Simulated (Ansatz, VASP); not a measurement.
## CdS in VASP and in Ansatz

```
Cd S
1.0
     4.08563    0.00000    0.00000
    -2.04282    3.53826    0.00000
     0.00000    0.00000    9.58119
Cd S
3 3
Direct
  0.48061 0.00000 0.66667
  0.51939 0.51939 0.00000
  0.00000 0.48061 0.33333
  0.49132 0.00000 0.16667
  0.50868 0.50868 0.50000
  0.00000 0.49132 0.83333
```

Alike in both runs: functional PBE; k mesh 12 × 12 × 4; occupations gaussian, width 0.02 eV; no spin polarisation.

Ansatz relaxed the structure, and its values are those at the end. VASP's run is a single point on that final structure, the one shown.

|  | VASP | Ansatz |
| --- | --- | --- |
| version | VASP 6.6.1 | Ansatz 0.2.0 |
| potentials or method | VASP PAW PBE potentials, release 64 (Cd, S), cutoff 520 eV | scalar-relativistic, plane waves, PAW |
| valence electrons in the cell | 54 | 78 |

|  | VASP | Ansatz | Ansatz less VASP |
| --- | --- | --- | --- |
| gap on the k mesh at the Fermi level (eV) | 0.50 | 0.50 | +0.002 |
| least direct gap on the mesh (eV) | 0.87 | 0.88 | +0.007 |
| pressure (GPa) | 0.3 | 0.0 | -0.34 |

With one functional, cell and mesh, what is left measures potentials, basis and numerics. VASP's potentials hold 54 valence electrons a cell and Ansatz's 78, so a difference there can come from the potentials and not from the codes.
